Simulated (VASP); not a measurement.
MgAgH3, 5 atoms in the cell. It takes space group Pm-3m (No. 221, cubic). The conventional cell has a = 4.031 Å, b = 4.031 Å, c = 4.031 Å, α = 90.00°, β = 90.00°, γ = 90.00°. Within 3.8 Å of Ag (site symmetry m-3m) lie 12 H at 2.85 Å and 8 Mg at 3.49 Å. Within 2.7 Å of Mg (site symmetry m-3m) lie 6 H at 2.02 Å. Within 2.7 Å of H (site symmetry 4/mmm) lie 2 Mg at 2.02 Å. 

```yaml
Program: VASP 6.6.1
Task: single point
Functional: PBEsol
Potentials_or_basis: VASP PAW PBE potentials, release 64 (Ag, Mg, H)
Cutoff: 600 eV
k_mesh: 4 × 4 × 4
Occupations: gaussian, width 0.05 eV
Spin: no spin polarisation
Dipole_correction: no
Further_INCAR_settings: ALGO = Normal; EDIFF = 1e-06; NBANDS = 16
```

Potentials or basis: VASP PAW PBE potentials, release 64 (Ag, Mg, H).

Run with:

```console
$ cat potpaw_PBE.64/Ag/POTCAR potpaw_PBE.64/Mg/POTCAR potpaw_PBE.64/H/POTCAR > POTCAR
$ mpirun -np 1 vasp_std > vasp.out
```

Hardware: 1 thread of Intel Xeon 8259CL (shared host).

Task: Estimate the wall time of this run.

Result: It took 16 s on 1 thread of Intel Xeon 8259CL, on a shared host, peak memory 0.18 GiB. Counts: scf iterations 12, k points 10.
